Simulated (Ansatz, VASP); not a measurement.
SnSe2: VASP beside Ansatz

```xyz
3
Lattice="3.8110 0.0000 0.0000 -1.9055 3.3004 0.0000 0.0000 0.0000 6.1370" Properties=species:S:1:pos:R:3 pbc="T T T"
Sn    0.0000    0.0000    0.0000
Se    0.0000    2.1695    1.5128
Se    1.9055    1.0694    4.5813
```

Change from the starting cell: all Se atoms moved +0.037 Å, as atom 2 towards its neighbour atom 1 (Sn) at 2.682 Å.

Alike in both runs: task single point; functional PBEsol; k mesh 12 × 12 × 6; occupations gaussian, width 0.05 eV; no spin polarisation.

```csv
,VASP,Ansatz
version,VASP 6.6.1,Ansatz 0.2.0
potentials or method,"VASP PAW PBE potentials, release 64 (Sn_d, Se), cutoff 520 eV","scalar-relativistic, plane waves, PAW"
valence electrons in the cell,26,46
```

```csv
,VASP,Ansatz,Ansatz less VASP
gap on the k mesh at the Fermi level (eV),0.63,0.63,+0.006
least direct gap on the mesh (eV),0.99,1.00,+0.010
pressure (GPa),2.4,2.3,-0.13
"traceless stress, the component that is largest in VASP (GPa)",1.12,1.11,-0.003
rms of the force components (eV/Å),0.312,0.302,-0.0092
```

VASP's potentials were made for PBE, not for PBEsol. Atom by atom the forces differ by 0.010 eV/Å (rms over components). VASP's potentials hold 26 valence electrons a cell and Ansatz's 46, so a difference there can come from the potentials and not from the codes.
